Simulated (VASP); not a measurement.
# Si16Ni (a cell with a defect) in VASP: notebook

Runs on Si16Ni (a cell with a defect). Level: r2SCAN. Tasks: single point.

All numbers are computed with VASP 6.6.1; they aren't measurements. Logs are shortened: lines on timing, memory, paths and dates and some standing lists are left out, and cuts for length are marked.

## Step 1: The cell of the first run

The cell holds a defect, 17 atoms: a = 7.699 Å, b = 7.699 Å, c = 7.699 Å, α = 60.00°, β = 60.00°, γ = 60.00°.

## Step 2: Single point, r2SCAN

Input file POSCAR:

```
Si16Ni
1.0
    0.0000000000      5.4437023800     -5.4437023800
    5.4437023800      5.4437023800      0.0000000000
    5.4437023800      0.0000000000     -5.4437023800
Si Ni
16 1
Direct
    0.1246087594      0.1314669594      0.1314708171
    0.1213423244      0.6445952139      0.1172669730
    0.5885147233      0.1408478911      0.1408339300
    0.6275110690      0.6284615251      0.1228526935
    0.1213477435      0.1172771683      0.6445728945
    0.1259099878      0.6230615238      0.6230635445
    0.6275091402      0.1228573778      0.6284553712
    0.6309000309      0.6218301009      0.6218188952
    0.2521080148      0.7573795759      0.2488736352
    0.2169903712      0.2710792944      0.2710607408
    0.7395509929      0.7664299421      0.2475316257
    0.7388837080      0.2551548382      0.2551482251
    0.2560815053      0.7448157921      0.7448047702
    0.2521051674      0.2488718900      0.7573796678
    0.7509739171      0.7489572749      0.7489517640
    0.7395520951      0.2475426476      0.7664146951
   -0.0516404058      0.0342772229      0.0342090708
```

Input file INCAR.step1:

```
PREC = Accurate
ENCUT = 520
ISMEAR = 0
SIGMA = 0.02
LREAL = Auto
LASPH = T
NELM = 80
NBANDS = 51
GGA = PE
ALGO = Normal
EDIFF = 1E-4
LWAVE = T
LCHARG = F
```

Input file INCAR.step2:

```
PREC = Accurate
ENCUT = 520
EDIFF = 1E-6
ISMEAR = 0
SIGMA = 0.02
LREAL = Auto
LASPH = T
NELM = 80
ALGO = Normal
ISIF = 2
LWAVE = F
LCHARG = F
METAGGA = R2SCAN
LMIXTAU = T
NBANDS = 51
ISTART = 1
```

Input file KPOINTS:

```
Automatic mesh
0
Gamma
  2 2 2
```

Potentials or basis: VASP PAW PBE potentials, release 64 (Si, Ni).

Run with:

```
> cat potpaw_PBE.64/Si/POTCAR potpaw_PBE.64/Ni/POTCAR > POTCAR
> cp INCAR.step1 INCAR
> mpirun -np 1 vasp_std > vasp.out
> cp INCAR.step2 INCAR
> mpirun -np 1 vasp_std > vasp.out
```

OUTCAR:

```text
PREC = Accurate
   ENCUT = 520
   EDIFF = 1E-6
   ISMEAR = 0
   LREAL = Auto
   LASPH = T
   NELM = 80
   ISIF = 2
   METAGGA = R2SCAN
   ISTART = 1

 ion  position               nearest neighbor table
   1  0.125  0.131  0.131-  10 2.35   9 2.35  14 2.35  17 2.36  12 2.43
   2  0.121  0.645  0.117-  13 2.35  10 2.36   9 2.36  11 2.40  17 2.47
   3  0.589  0.141  0.141-  17 2.27  10 2.34  11 2.36  16 2.36  12 2.39
   4  0.628  0.628  0.123-  12 2.35  15 2.35  11 2.36   9 2.36
   5  0.121  0.117  0.645-  13 2.35  10 2.36  14 2.36  16 2.40  17 2.47
   6  0.126  0.623  0.623-  13 2.35  14 2.35   9 2.35  15 2.36
   7  0.628  0.123  0.628-  12 2.35  15 2.35  16 2.36  14 2.36
   8  0.631  0.622  0.622-  15 2.35  13 2.36  16 2.36  11 2.36
   9  0.252  0.757  0.249-   1 2.35   6 2.35   2 2.36   4 2.36  17 2.85
  10  0.217  0.271  0.271-   3 2.34   1 2.35   5 2.36   2 2.36
  11  0.740  0.766  0.248-   8 2.36   4 2.36   3 2.36   2 2.40  17 2.61
  12  0.739  0.255  0.255-   4 2.35   7 2.35   3 2.39  17 2.41   1 2.43
  13  0.256  0.745  0.745-   5 2.35   2 2.35   6 2.35   8 2.36
  14  0.252  0.249  0.757-   1 2.35   6 2.35   5 2.36   7 2.36  17 2.85
  15  0.751  0.749  0.749-   7 2.35   4 2.35   8 2.35   6 2.36
  16  0.740  0.248  0.766-   8 2.36   7 2.36   3 2.36   5 2.40  17 2.61
  17  0.948  0.034  0.034-   3 2.27   1 2.36  12 2.41   5 2.47   2 2.47  16 2.61  11 2.61  14 2.85
                             9 2.85

  LATTYP: Found a face centered cubic cell.
 ALAT       =    10.8874047600

  Lattice vectors:

 A1 = (   0.0000000000,   5.4437023800,  -5.4437023800)
 A2 = (   5.4437023800,   5.4437023800,   0.0000000000)
 A3 = (   5.4437023800,   0.0000000000,  -5.4437023800)

Analysis of symmetry for initial positions (statically):
=====================================================================
 Subroutine PRICEL returns:
 Original cell was already a primitive cell.

 Routine SETGRP: Setting up the symmetry group for a
 face centered cubic supercell.

 Subroutine GETGRP returns: Found  1 space group operations
 (whereof  1 operations were pure point group operations)
 out of a pool of 48 trial point group operations.

The static configuration has the point symmetry C_1 .

Analysis of symmetry for dynamics (positions and initial velocities):
=====================================================================
 Subroutine PRICEL returns:
 Original cell was already a primitive cell.

 Routine SETGRP: Setting up the symmetry group for a
 face centered cubic supercell.

 Subroutine GETGRP returns: Found  1 space group operations
 (whereof  1 operations were pure point group operations)
 out of a pool of 48 trial point group operations.

The dynamic configuration has the point symmetry C_1 .

 Subroutine INISYM returns: Found  1 space group operations
 (whereof  1 operations are pure point group operations),
 and found     1 'primitive' translations

----------------------------------------------------------------------------------------

                                     Primitive cell

  volume of cell :     322.6362

  direct lattice vectors                    reciprocal lattice vectors
     0.000000000  5.443702380 -5.443702380    -0.091849254  0.091849254 -0.091849254
     5.443702380  5.443702380  0.000000000     0.091849254  0.091849254  0.091849254
     5.443702380  0.000000000 -5.443702380     0.091849254 -0.091849254 -0.091849254

  length of vectors
     7.698557735  7.698557735  7.698557735     0.159087574  0.159087574  0.159087574

  position of ions in fractional coordinates (direct lattice)
     0.124608759  0.131466959  0.131470817
     0.121342324  0.644595214  0.117266973
     0.588514723  0.140847891  0.140833930
     0.627511069  0.628461525  0.122852694
     0.121347744  0.117277168  0.644572895
     0.125909988  0.623061524  0.623063544
[... 9 lines left out ...]
     0.739552095  0.247542648  0.766414695
     0.948359594  0.034277223  0.034209071

  ion indices of the primitive-cell ions
   primitive index   ion index
                 1           1
                 2           2
                 3           3
                 4           4
                 5           5
                 6           6
[... 9 lines left out ...]
                16          16
                17          17

----------------------------------------------------------------------------------------

 KPOINTS: Automatic mesh

Automatic generation of k-mesh.
 Grid dimensions read from file:
 generate k-points for:    2    2    2

 Generating k-lattice:

  Cartesian coordinates                     Fractional coordinates (reciprocal lattice)
    -0.045924627  0.045924627 -0.045924627     0.500000000  0.000000000  0.000000000
     0.045924627  0.045924627  0.045924627     0.000000000  0.500000000  0.000000000
     0.045924627 -0.045924627 -0.045924627     0.000000000  0.000000000  0.500000000

  Length of vectors
     0.079543787  0.079543787  0.079543787

  Shift w.r.t. Gamma in fractional coordinates (k-lattice)
     0.000000000  0.000000000  0.000000000

 Subroutine IBZKPT returns following result:
 ===========================================

 Found      8 irreducible k-points:

 Following reciprocal coordinates:
            Coordinates               Weight
  0.000000  0.000000  0.000000      1.000000
  0.500000  0.000000  0.000000      1.000000
  0.000000  0.500000  0.000000      1.000000
  0.000000  0.000000  0.500000      1.000000
  0.500000  0.500000  0.500000      1.000000
  0.500000  0.500000  0.000000      1.000000
  0.000000  0.500000  0.500000      1.000000
  0.500000  0.000000  0.500000      1.000000
   k-points           NKPTS =      8   k-points in BZ     NKDIM =      8   number of bands    NBANDS=     51
   number of dos      NEDOS =    301   number of ions     NIONS =     17
   total plane-waves  NPLWV = 216000
   dimension x,y,z NGX =    60 NGY =   60 NGZ =   60
   dimension x,y,z NGXF=   120 NGYF=  120 NGZF=  120
   ions per type =              16   1
   NGX,Y,Z   is equivalent  to a cutoff of  12.96, 12.96, 12.96 a.u.
   NGXF,Y,Z  is equivalent  to a cutoff of  25.91, 25.91, 25.91 a.u.
 SYSTEM =  unknown system
   PREC   = accura    normal or accurate (medium, high low for compatibility)
   ISTART =      1    job   : 0-new  1-cont  2-samecut
   ICHARG =      0    charge: 1-file 2-atom 10-const
   ISPIN  =      1    spin polarized calculation?
   LNONCOLLINEAR =      F non collinear calculations
   LSORBIT =      F    spin-orbit coupling
   LASPH  =      T    aspherical Exc in radial PAW
   ENCUT  =  520.0 eV  38.22 Ry    6.18 a.u.  14.31 14.31 14.31*2*pi/ulx,y,z
   NELM   =     80;   NELMIN=  2; NELMDL=  0     # of ELM steps
   EDIFF  = 0.1E-05   stopping-criterion for ELM
   LREAL  =      T    real-space projection
   EDIFFG = 0.1E-04   stopping-criterion for IOM
   NSW    =      0    number of steps for IOM
   IBRION =     -1    ionic relax: 0-MD 1-quasi-New 2-CG
   NFREE  =      0    steps in history (QN), initial steepest desc. (CG)
   ISIF   =      2    stress and relaxation
   ISYM   =      2    0-nonsym 1-usesym 2-fastsym
   POTIM  = 0.5000    time-step for ionic-motion
   TEBEG  =    0.0;   TEEND  =   0.0 temperature during run
   PSTRESS=    0.0 pullay stress
   NELECT =      74.0000    total number of electrons
   NUPDOWN=      -1.0000    fix difference up-down
   EMIN   =  10.00;   EMAX   =-10.00  energy-range for DOS
   EFERMI =   0.00;   METHOD = LEGACY
   ISMEAR =     0;   SIGMA  =   0.02  broadening in eV -4-tet -1-fermi 0-gaus
   EFERMI_NEDOS =   21; number of points for ismear=-14 and -15
   IALGO  =     38    algorithm
   IMIX   =      4    mixing-type and parameters
     AMIX     =   0.40;   BMIX     =  1.00
     AMIX_MAG =   1.60;   BMIX_MAG =  1.00
  volume/ion in A,a.u.               =      18.98       128.07
  Fermi-wavevector in a.u.,A,eV,Ry     =   1.002108  1.893709 13.663238  1.004220
  Thomas-Fermi vector in A             =   2.134573
   LORBIT       =      0    0 simple, 1 ext, 2 COOP (PROOUT), +10 PAW based schemes
   METAGGA = R2SCAN    functional components
   LHFCALC =     F    Hartree Fock is set to
   AEXX    =    0.0000 exact exchange contribution
   IVDW    =     0    specifies the selected vdW correction
   LEPSILON=     F    determine dielectric tensor
   LRPA    =     F    only Hartree local field effects (RPA)
 non-spin polarized calculation
 Gauss-broadening in eV      SIGMA  =   0.02
  energy-cutoff  :      520.00
  volume of cell :      322.64
 maximum number of plane-waves:      8694
 NGX is ok and might be reduce to    60
   NGX = 29   NGY = 29   NGZ = 29

 number of electron      73.9999993 magnetization

 Free energy of the ion-electron system (eV)
  ---------------------------------------------------
  ext. energy  EPLUGINS =         0.00000000
  ---------------------------------------------------
  free energy    TOTEN  =      -150.20278975 eV

  energy without entropy =     -150.20278975  energy(sigma->0) =     -150.20278975

 E-fermi :   6.3400     XC(G=0): -10.1175

 val. band max:        6.2217106925   @ k =   0.0000   0.0000   0.0000
 cond. band min:       6.5854513823   @ k =   0.0000   0.0000   0.0000
 fundamental gap:      0.3637406898
 Fermi energy:         6.3400105424

 k-point     1 :       0.0000    0.0000    0.0000
  band No.  band energies     occupation
      1      -6.5728      2.00000
      2      -4.1579      2.00000
      3      -4.0862      2.00000
      4      -4.0560      2.00000
      5      -4.0464      2.00000
      6      -2.4150      2.00000
[... 41 lines left out ...]
     48       8.5896      0.00000
     49       8.8850      0.00000

 k-point     2 :       0.5000    0.0000    0.0000
  band No.  band energies     occupation
      1      -5.8209      2.00000
      2      -5.6355      2.00000
      3      -3.8665      2.00000
      4      -3.7643      2.00000
      5      -3.7313      2.00000
      6      -3.6012      2.00000
[... 304 lines left out ...]
 k-point     8 :       0.5000    0.0000    0.5000
  band No.  band energies     occupation
      1      -5.5534      2.00000
      2      -5.3456      2.00000
      3      -4.4829      2.00000
      4      -4.3840      2.00000
      5      -4.3534      2.00000
      6      -4.3014      2.00000
[... 41 lines left out ...]
     48      10.6807      0.00000
     49      10.6918      0.00000
 [bands above 49 left out]

------------------------ aborting loop because EDIFF is reached ----------------------------------------

  FORCE on cell =-STRESS in cart. coord.  units (eV):
  Direction    XX          YY          ZZ          XY          YZ          ZX
  --------------------------------------------------------------------------------------
  -------------------------------------------------------------------------------------
  Total        1.5195508      0.0975986      0.0985529     -0.4382550     -1.1449900      0.4384603
  in kB        7.5459285      0.4846643      0.4894030     -2.1763279     -5.6858992      2.1773474
  external PRESSURE =       2.8399986 kB  Pullay stress =       0.0000000 kB

 VOLUME and BASIS-vectors are now :
 -----------------------------------------------------------------------------
  energy-cutoff  :      520.00
  volume of cell :      322.64
      direct lattice vectors                 reciprocal lattice vectors
     0.000000000  5.443702380 -5.443702380    -0.091849254  0.091849254 -0.091849254
     5.443702380  5.443702380  0.000000000     0.091849254  0.091849254  0.091849254
     5.443702380  0.000000000 -5.443702380     0.091849254 -0.091849254 -0.091849254

 POSITION                                       TOTAL-FORCE (eV/Angst)
 -----------------------------------------------------------------------------------
      1.43135      1.39400     -1.39402        -0.060287     -0.028364      0.028194
      4.14735      4.16954     -1.29892         0.006606      0.014333     -0.018912
      1.53339      3.97043     -3.97036         0.053325     -0.046329      0.046293
      4.08993      6.83714     -4.08476        -0.002814      0.028003     -0.025291
      4.14729      1.29900     -4.16944         0.006569      0.018863     -0.014413
      6.78353      4.07718     -4.07719         0.010263      0.008447     -0.008411
[... 9 lines left out ...]
      5.51968      5.37345     -8.19804         0.018138     -0.000554     -0.018788
      0.37282      5.34918     -5.34881        -0.016227     -0.077685      0.078150
 -----------------------------------------------------------------------------------
    total drift:                               -0.006873      0.002637     -0.002923

  FREE ENERGIE OF THE ION-ELECTRON SYSTEM (eV)
  ---------------------------------------------------
  free  energy   TOTEN  =      -150.2027897471 eV

  energy  without entropy=     -150.2027897471  energy(sigma->0) =     -150.20278975
```

Run time: 13 min. Hardware: 1 thread of AMD EPYC 7R13 (Zen 3), shared host; peak memory 0.54 GiB.

Results:

```
Free energy            : -150.2028 eV
Pressure               : 0.3 GPa
Largest force          : 0.111 eV/Å
Band gap on the k mesh : 0.36 eV
```

Forces in eV/Å, atoms in the order of the input:
```
Si  -0.060 -0.028  0.028
Si   0.007  0.014 -0.019
Si   0.053 -0.046  0.046
Si  -0.003  0.028 -0.025
Si   0.007  0.019 -0.014
Si   0.010  0.008 -0.008
Si  -0.003  0.025 -0.028
Si  -0.003  0.022 -0.022
Si  -0.020  0.012 -0.045
Si  -0.013 -0.048  0.048
Si   0.018  0.019  0.001
Si   0.022 -0.019  0.019
Si  -0.004  0.016 -0.017
Si  -0.020  0.045 -0.012
Si   0.008  0.010 -0.010
Si   0.018 -0.001 -0.019
Ni  -0.016 -0.078  0.078
```

Levels at points of the mesh, in eV from the valence-band top:
| k point | band 33 | band 34 | band 35 | band 36 | band 37 | band 38 | band 39 | band 40 | band 41 | band 42 |
| --- | --- | --- | --- | --- | --- | --- | --- | --- | --- | --- |
| (0.00, 0.00, 0.00) | -0.57 | -0.24 | -0.22 | -0.16 | 0.00 | 0.36 | 0.85 | 0.86 | 0.94 | 0.99 |
| (0.50, 0.00, 0.00) | -1.31 | -0.86 | -0.69 | -0.39 | -0.24 | 0.86 | 1.56 | 1.62 | 1.63 | 1.71 |
| (0.00, 0.50, 0.00) | -1.14 | -0.90 | -0.67 | -0.40 | -0.18 | 0.98 | 1.35 | 1.62 | 1.69 | 1.75 |
| (0.00, 0.00, 0.50) | -1.14 | -0.90 | -0.67 | -0.40 | -0.18 | 0.98 | 1.35 | 1.62 | 1.69 | 1.75 |
| (0.50, 0.50, 0.50) | -1.18 | -0.92 | -0.61 | -0.46 | -0.29 | 0.98 | 1.49 | 1.57 | 1.65 | 1.71 |
| (0.50, 0.50, 0.00) | -1.40 | -1.20 | -0.99 | -0.93 | -0.32 | 1.01 | 1.39 | 2.34 | 2.36 | 2.43 |
| (0.00, 0.50, 0.50) | -1.53 | -1.32 | -1.08 | -0.79 | -0.17 | 1.00 | 1.42 | 2.34 | 2.36 | 2.42 |
| (0.50, 0.00, 0.50) | -1.40 | -1.20 | -0.99 | -0.93 | -0.32 | 1.01 | 1.39 | 2.34 | 2.36 | 2.43 |

Caveat: the k points lie up to 0.50 Å⁻¹ apart; the PAW data sets were made with another functional, which shifts forces and pressure a little. Spin polarisation is off, so any magnetic state and its effect on volume and gap are missing.

## Step 3: Single point, r2SCAN

Input file POSCAR:

```
Si16Ni
1.0
    0.0000000000      5.4437023800     -5.4437023800
    5.4437023800      5.4437023800      0.0000000000
    5.4437023800      0.0000000000     -5.4437023800
Si Ni
16 1
Direct
    0.1298034776      0.1408338382      0.1408477993
    0.1168021239      0.6445728945      0.1172771683
    0.6124533943      0.1314708171      0.1314669594
    0.6211780630      0.6284554631      0.1228572860
    0.1167954189      0.1172669730      0.6445952139
    0.1254509252      0.6218189871      0.6218300090
    0.6211746646      0.1228527854      0.6284614333
    0.6279649880      0.6230635445      0.6230615238
    0.2464905144      0.7664147870      0.2475425558
    0.2408696157      0.2710608327      0.2710792025
    0.7416433189      0.7573796678      0.2488718900
    0.7508131809      0.2551483169      0.2551547464
    0.2542979765      0.7448047702      0.7448157921
    0.2464875752      0.2475315339      0.7664298503
    0.7511171101      0.7489516721      0.7489573668
    0.7416388182      0.2488736352      0.7573795759
   -0.0168458879      0.0342090708      0.0342772229
```

Input file INCAR.step1:

```
PREC = Accurate
ENCUT = 520
ISMEAR = 0
SIGMA = 0.02
LREAL = Auto
LASPH = True
NELM = 100
NBANDS = 51
GGA = PE
ALGO = Normal
EDIFF = 1E-4
LWAVE = True
LCHARG = False
```

Input file INCAR.step2:

```
PREC = Accurate
ENCUT = 520
EDIFF = 1E-6
ISMEAR = 0
SIGMA = 0.02
LREAL = Auto
LASPH = True
NELM = 100
ALGO = Normal
ISIF = 2
LWAVE = False
LCHARG = False
METAGGA = R2SCAN
LMIXTAU = True
NBANDS = 51
ISTART = 1
```

Input file KPOINTS:

```
regular mesh
0
Gamma
  2 2 2
```

Potentials or basis: VASP PAW PBE potentials, release 64 (Si, Ni).

Run with:

```
> cat potpaw_PBE.64/Si/POTCAR potpaw_PBE.64/Ni/POTCAR > POTCAR
> cp INCAR.step1 INCAR
> mpirun -np 1 vasp_std > vasp.out
> cp INCAR.step2 INCAR
> mpirun -np 1 vasp_std > vasp.out
```

Wall time 13 min (1 thread of AMD EPYC 7R13 (Zen 3), shared host); peak memory 0.54 GiB.

Results (log left out):

| Quantity | Value |
| --- | --- |
| Free energy | -150.2028 eV |
| Pressure | 0.3 GPa |
| Largest force | 0.111 eV/Å |
| Band gap on the k mesh | 0.36 eV |

Forces on the atoms (eV/Å):
```
Si   0.053  0.046 -0.046
Si   0.007 -0.019  0.014
Si  -0.060  0.028 -0.028
Si  -0.003 -0.025  0.028
Si   0.007 -0.014  0.019
Si  -0.003 -0.022  0.022
Si  -0.003 -0.028  0.025
Si   0.010 -0.008  0.008
Si   0.018  0.001  0.019
Si  -0.013  0.048 -0.048
Si  -0.020 -0.045  0.012
Si   0.022  0.019 -0.019
Si  -0.004 -0.016  0.017
Si   0.018 -0.019 -0.001
Si   0.008 -0.010  0.010
Si  -0.020 -0.012  0.045
Ni  -0.016  0.078 -0.078
```

Stress tensor (GPa, compression positive):
```
 0.75  0.22 -0.22
 0.22  0.05 -0.57
-0.22 -0.57  0.05
```

Levels at points of the mesh, in eV from the valence-band top:
| k point | band 33 | band 34 | band 35 | band 36 | band 37 | band 38 | band 39 | band 40 | band 41 | band 42 |
| --- | --- | --- | --- | --- | --- | --- | --- | --- | --- | --- |
| (0.00, 0.00, 0.00) | -0.57 | -0.24 | -0.22 | -0.16 | 0.00 | 0.36 | 0.85 | 0.86 | 0.94 | 0.99 |
| (0.50, 0.00, 0.00) | -1.18 | -0.92 | -0.61 | -0.46 | -0.29 | 0.98 | 1.49 | 1.57 | 1.65 | 1.71 |
| (0.00, 0.50, 0.00) | -1.14 | -0.90 | -0.67 | -0.40 | -0.18 | 0.98 | 1.35 | 1.62 | 1.69 | 1.75 |
| (0.00, 0.00, 0.50) | -1.14 | -0.90 | -0.67 | -0.40 | -0.18 | 0.98 | 1.35 | 1.62 | 1.69 | 1.75 |
| (0.50, 0.50, 0.50) | -1.31 | -0.86 | -0.69 | -0.39 | -0.24 | 0.86 | 1.56 | 1.62 | 1.63 | 1.71 |
| (0.50, 0.50, 0.00) | -1.40 | -1.20 | -0.99 | -0.93 | -0.32 | 1.01 | 1.39 | 2.34 | 2.36 | 2.43 |
| (0.00, 0.50, 0.50) | -1.53 | -1.32 | -1.08 | -0.79 | -0.17 | 1.00 | 1.42 | 2.34 | 2.36 | 2.42 |
| (0.50, 0.00, 0.50) | -1.40 | -1.20 | -0.99 | -0.93 | -0.32 | 1.01 | 1.39 | 2.34 | 2.36 | 2.43 |

Caveat: the k points lie up to 0.50 Å⁻¹ apart; the PAW data sets were made with another functional, which shifts forces and pressure a little. Spin polarisation is off, so any magnetic state and its effect on volume and gap are missing.
